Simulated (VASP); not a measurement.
# InPd (Pm-3m) in VASP: relaxation of the atoms with PBE

Aim: the relaxation of the atoms of InPd with PBE.

All numbers are computed with VASP 6.6.1; they aren't measurements. Logs are shortened: lines on timing, memory, paths and dates and some standing lists are left out, and cuts for length are marked.

## Step 1: The cell of the first run

It takes space group Pm-3m (No. 221, cubic). Conventional cell: a = 3.272 Å, b = 3.272 Å, c = 3.272 Å, α = 90.00°, β = 90.00°, γ = 90.00°. In (site symmetry m-3m) has 8 Pd at 2.83 Å and 6 In at 3.27 Å within 3.7 Å. Within 3.7 Å of Pd (site symmetry m-3m) lie 8 In at 2.83 Å and 6 Pd at 3.27 Å.

## Step 2: Relaxation of the atoms, PBE

INCAR reads:

```
PREC = Accurate ; ENCUT = 450
EDIFF = 1E-7 ; ISMEAR = 0
SIGMA = 0.1 ; LREAL = F
LASPH = T ; NELM = 120
ALGO = Normal ; ISIF = 2
LWAVE = F ; LCHARG = F
GGA = PE ; IBRION = 2
NSW = 50 ; EDIFFG = -0.01
GGA_COMPAT = F ; NELMIN = 4
```

KPOINTS reads:

```
regular mesh
0
Gamma
  6 6 6
```

POSCAR reads:

```
InPd
1.0
    3.2718847800      0.0000000000      0.0000000000
    0.0000000000      3.2718847800      0.0000000000
    0.0000000000      0.0000000000      3.2718847800
In Pd
1 1
Direct
    0.0000000000      0.0000000000      0.0000000000
    0.5000000000      0.5000000000      0.5000000000
```

Potentials or basis: VASP PAW PBE potentials, release 64 (In_d, Pd).

The run is started by

```
cat potpaw_PBE.64/In_d/POTCAR potpaw_PBE.64/Pd/POTCAR > POTCAR
mpirun -np 1 vasp_std > vasp.out
```

OUTCAR:

```text
PREC = Accurate
   ENCUT = 450
   EDIFF = 1E-7
   ISMEAR = 0
   LREAL = F
   LASPH = T
   NELM = 120
   ISIF = 2
   GGA = PE
   IBRION = 2
   NSW = 50
   EDIFFG = -0.01
   NELMIN = 4

 ion  position               nearest neighbor table
   1  0.000  0.000  0.000-   2 2.83   2 2.83   2 2.83   2 2.83   2 2.83   2 2.83   2 2.83   2 2.83

   2  0.500  0.500  0.500-   1 2.83   1 2.83   1 2.83   1 2.83   1 2.83   1 2.83   1 2.83   1 2.83

  LATTYP: Found a simple cubic cell.
 ALAT       =     3.2718847800

  Lattice vectors:

 A1 = (   3.2718847800,   0.0000000000,   0.0000000000)
 A2 = (   0.0000000000,   3.2718847800,   0.0000000000)
 A3 = (   0.0000000000,   0.0000000000,   3.2718847800)

Analysis of symmetry for initial positions (statically):
=====================================================================
 Subroutine PRICEL returns:
 Original cell was already a primitive cell.

 Routine SETGRP: Setting up the symmetry group for a
 simple cubic supercell.

 Subroutine GETGRP returns: Found 48 space group operations
 (whereof 48 operations were pure point group operations)
 out of a pool of 48 trial point group operations.

The static configuration has the point symmetry O_h .

Analysis of symmetry for dynamics (positions and initial velocities):
=====================================================================
 Subroutine PRICEL returns:
 Original cell was already a primitive cell.

 Routine SETGRP: Setting up the symmetry group for a
 simple cubic supercell.

 Subroutine GETGRP returns: Found 48 space group operations
 (whereof 48 operations were pure point group operations)
 out of a pool of 48 trial point group operations.

The dynamic configuration has the point symmetry O_h .

 Subroutine INISYM returns: Found 48 space group operations
 (whereof 48 operations are pure point group operations),
 and found     1 'primitive' translations

----------------------------------------------------------------------------------------

                                     Primitive cell

  volume of cell :      35.0263

  direct lattice vectors                    reciprocal lattice vectors
     3.271884780  0.000000000  0.000000000     0.305634234  0.000000000  0.000000000
     0.000000000  3.271884780  0.000000000     0.000000000  0.305634234  0.000000000
     0.000000000  0.000000000  3.271884780     0.000000000  0.000000000  0.305634234

  length of vectors
     3.271884780  3.271884780  3.271884780     0.305634234  0.305634234  0.305634234

  position of ions in fractional coordinates (direct lattice)
     0.000000000  0.000000000  0.000000000
     0.500000000  0.500000000  0.500000000

  ion indices of the primitive-cell ions
   primitive index   ion index
                 1           1
                 2           2

----------------------------------------------------------------------------------------

 KPOINTS: regular mesh

Automatic generation of k-mesh.
 Grid dimensions read from file:
 generate k-points for:    6    6    6

 Generating k-lattice:

  Cartesian coordinates                     Fractional coordinates (reciprocal lattice)
     0.050939039  0.000000000  0.000000000     0.166666667  0.000000000  0.000000000
     0.000000000  0.050939039  0.000000000     0.000000000  0.166666667  0.000000000
     0.000000000  0.000000000  0.050939039     0.000000000  0.000000000  0.166666667

  Length of vectors
     0.050939039  0.050939039  0.050939039

  Shift w.r.t. Gamma in fractional coordinates (k-lattice)
     0.000000000  0.000000000  0.000000000

 Subroutine IBZKPT returns following result:
 ===========================================

 Found     20 irreducible k-points:

 Following reciprocal coordinates:
            Coordinates               Weight
  0.000000  0.000000  0.000000      1.000000
  0.166667  0.000000  0.000000      6.000000
  0.333333  0.000000  0.000000      6.000000
  0.500000  0.000000  0.000000      3.000000
  0.166667  0.166667  0.000000     12.000000
  0.333333  0.166667  0.000000     24.000000
[... 12 lines left out ...]
  0.500000  0.500000  0.333333      6.000000
  0.500000  0.500000  0.500000      1.000000
   k-points           NKPTS =     20   k-points in BZ     NKDIM =     20   number of bands    NBANDS=     15
   number of dos      NEDOS =    301   number of ions     NIONS =      2
   total plane-waves  NPLWV =  13824
   dimension x,y,z NGX =    24 NGY =   24 NGZ =   24
   dimension x,y,z NGXF=    48 NGYF=   48 NGZF=   48
   ions per type =               1   1
   NGX,Y,Z   is equivalent  to a cutoff of  12.19, 12.19, 12.19 a.u.
   NGXF,Y,Z  is equivalent  to a cutoff of  24.39, 24.39, 24.39 a.u.
 SYSTEM =  unknown system
   PREC   = accura    normal or accurate (medium, high low for compatibility)
   ISTART =      0    job   : 0-new  1-cont  2-samecut
   ICHARG =      2    charge: 1-file 2-atom 10-const
   ISPIN  =      1    spin polarized calculation?
   LNONCOLLINEAR =      F non collinear calculations
   LSORBIT =      F    spin-orbit coupling
   LASPH  =      T    aspherical Exc in radial PAW
   ENCUT  =  450.0 eV  33.07 Ry    5.75 a.u.   5.66  5.66  5.66*2*pi/ulx,y,z
   NELM   =    120;   NELMIN=  4; NELMDL= -5     # of ELM steps
   EDIFF  = 0.1E-06   stopping-criterion for ELM
   LREAL  =      F    real-space projection
   EDIFFG = -.1E-01   stopping-criterion for IOM
   NSW    =     50    number of steps for IOM
   IBRION =      2    ionic relax: 0-MD 1-quasi-New 2-CG
   NFREE  =      1    steps in history (QN), initial steepest desc. (CG)
   ISIF   =      2    stress and relaxation
   ISYM   =      2    0-nonsym 1-usesym 2-fastsym
   POTIM  = 0.5000    time-step for ionic-motion
   TEBEG  =    0.0;   TEEND  =   0.0 temperature during run
   PSTRESS=    0.0 pullay stress
   NELECT =      23.0000    total number of electrons
   NUPDOWN=      -1.0000    fix difference up-down
   EMIN   =  10.00;   EMAX   =-10.00  energy-range for DOS
   EFERMI =   0.00;   METHOD = LEGACY
   ISMEAR =     0;   SIGMA  =   0.10  broadening in eV -4-tet -1-fermi 0-gaus
   EFERMI_NEDOS =   21; number of points for ismear=-14 and -15
   IALGO  =     38    algorithm
   IMIX   =      4    mixing-type and parameters
     AMIX     =   0.40;   BMIX     =  1.00
     AMIX_MAG =   1.60;   BMIX_MAG =  1.00
  volume/ion in A,a.u.               =      17.51       118.18
  Fermi-wavevector in a.u.,A,eV,Ry     =   1.422938  2.688964 27.548447  2.024754
  Thomas-Fermi vector in A             =   2.543589
   LORBIT       =      0    0 simple, 1 ext, 2 COOP (PROOUT), +10 PAW based schemes
   GGA     = PE    functional components
   LHFCALC =     F    Hartree Fock is set to
   AEXX    =    0.0000 exact exchange contribution
   IVDW    =     0    specifies the selected vdW correction
   LEPSILON=     F    determine dielectric tensor
   LRPA    =     F    only Hartree local field effects (RPA)
 conjugate gradient relaxation of ions
 non-spin polarized calculation
 Gauss-broadening in eV      SIGMA  =   0.10
  energy-cutoff  :      450.00
  volume of cell :       35.03
 maximum number of plane-waves:       768
 NGX is ok and might be reduce to    24
   NGX = 11   NGY = 11   NGZ = 11

 number of electron      22.9999997 magnetization

 Free energy of the ion-electron system (eV)
  ---------------------------------------------------
  ext. energy  EPLUGINS =         0.00000000
  ---------------------------------------------------
  free energy    TOTEN  =        -8.70749930 eV

  energy without entropy =       -8.70508467  energy(sigma->0) =       -8.70629198

 E-fermi :  10.5226     XC(G=0): -12.2314

 val. band max:       10.4366287147   @ k =   0.5000   0.5000   0.5000
 cond. band min:      10.6262637737   @ k =   0.5000   0.3333   0.3333
 fundamental gap:      0.1896350590
 Fermi energy:        10.5226220086

 k-point     1 :       0.0000    0.0000    0.0000
  band No.  band energies     occupation
      1      -4.4423      2.00000
      2      -4.4423      2.00000
      3      -4.0337      2.00000
      4      -4.0337      2.00000
      5      -4.0337      2.00000
      6       0.4356      2.00000
      7       6.6470      2.00000
      8       6.6470      2.00000
      9       8.1859      2.00000
     10       8.1859      2.00000
     11       8.1859      2.00000
     12      14.7191      0.00000
     13      14.7191      0.00000
     14      14.7191      0.00000
     15      19.9282      0.00000

 k-point     2 :       0.1667    0.0000    0.0000
  band No.  band energies     occupation
      1      -4.4279      2.00000
      2      -4.3543      2.00000
      3      -4.0605      2.00000
      4      -4.0605      2.00000
      5      -4.0257      2.00000
      6       0.8762      2.00000
      7       6.6509      2.00000
      8       6.6924      2.00000
      9       7.8942      2.00000
     10       7.8942      2.00000
     11       8.1674      2.00000
     12      12.4311      0.00000
     13      15.5629      0.00000
     14      15.5629      0.00000
     15      20.4092      0.00000

 k-point     3 :       0.3333    0.0000    0.0000
  band No.  band energies     occupation
      1      -4.3987      2.00000
      2      -4.1795      2.00000
      3      -4.1135      2.00000
      4      -4.1135      2.00000
      5      -4.0095      2.00000
      6       2.1729      2.00000
      7       6.1873      2.00000
      8       6.6589      2.00000
      9       7.4125      2.00000
     10       7.4125      2.00000
     11       8.1301      2.00000
     12       9.9223      2.00000
     13      17.6799      0.00000
     14      17.6799      0.00000
     15      20.5776      0.00000
[... 271 lines left out ...]
 k-point    19 :       0.5000    0.5000    0.3333
  band No.  band energies     occupation
      1      -4.3270      2.00000
      2      -4.2735      2.00000
      3      -4.2735      2.00000
      4      -3.9306      2.00000
      5      -3.8226      2.00000
      6       5.1785      2.00000
      7       5.8778      2.00000
      8       5.8778      2.00000
      9       8.2589      2.00000
     10       8.7861      2.00000
     11      11.0105      0.00000
     12      11.9565      0.00000
     13      11.9565      0.00000
     14      13.4870      0.00000
     15      15.6563      0.00000

 k-point    20 :       0.5000    0.5000    0.5000
  band No.  band energies     occupation
      1      -4.3061      2.00000
      2      -4.3061      2.00000
      3      -4.3061      2.00000
      4      -3.8206      2.00000
      5      -3.8206      2.00000
      6       5.6084      2.00000
      7       5.6084      2.00000
      8       5.6084      2.00000
      9       8.7963      2.00000
     10       8.7963      2.00000
     11      10.4366      1.77606
     12      14.2801      0.00000
     13      14.2801      0.00000
     14      14.2801      0.00000
     15      14.8805      0.00000

------------------------ aborting loop because EDIFF is reached ----------------------------------------

  FORCE on cell =-STRESS in cart. coord.  units (eV):
  Direction    XX          YY          ZZ          XY          YZ          ZX
  --------------------------------------------------------------------------------------
  -------------------------------------------------------------------------------------
  Total        0.8898109      0.8898109      0.8898109      0.0000000     -0.0000000     -0.0000000
  in kB       40.7018637     40.7018637     40.7018637      0.0000000     -0.0000000     -0.0000000
  external PRESSURE =      40.7018637 kB  Pullay stress =       0.0000000 kB

 VOLUME and BASIS-vectors are now :
 -----------------------------------------------------------------------------
  energy-cutoff  :      450.00
  volume of cell :       35.03
      direct lattice vectors                 reciprocal lattice vectors
     3.271884780  0.000000000  0.000000000     0.305634234  0.000000000  0.000000000
     0.000000000  3.271884780  0.000000000     0.000000000  0.305634234  0.000000000
     0.000000000  0.000000000  3.271884780     0.000000000  0.000000000  0.305634234

 POSITION                                       TOTAL-FORCE (eV/Angst)
 -----------------------------------------------------------------------------------
      0.00000      0.00000      0.00000         0.000000      0.000000      0.000000
      1.63594      1.63594      1.63594         0.000000      0.000000      0.000000
 -----------------------------------------------------------------------------------
    total drift:                                0.000000      0.000000     -0.000000

  FREE ENERGIE OF THE ION-ELECTRON SYSTEM (eV)
  ---------------------------------------------------
  free  energy   TOTEN  =        -8.7074992952 eV

  energy  without entropy=       -8.7050846679  energy(sigma->0) =       -8.70629198

 reached required accuracy - stopping structural energy minimisation
```

Run time: 13 s. Hardware: 1 thread of Intel Xeon 8259CL, shared host; peak memory 0.11 GiB.

What came out:

| Quantity | Value |
| --- | --- |
| Free energy | -8.7075 eV |
| Pressure after relaxing | 4.1 GPa |
| Band gap on the k mesh | zero (an odd number of electrons rules out a gap without spin polarisation) |

Final structure:
```
In Pd
1.0
     3.27188    0.00000    0.00000
     0.00000    3.27188    0.00000
     0.00000    0.00000    3.27188
In Pd
1 1
Direct
  0.00000 0.00000 0.00000
  0.50000 0.50000 0.50000
```

Caveat: the relaxation stopped at its first step, so nothing moved; spin-orbit coupling is left out, which moves the levels of the heavy elements.

The gap in the log of VASP goes by the Fermi energy; the results here count the filled bands.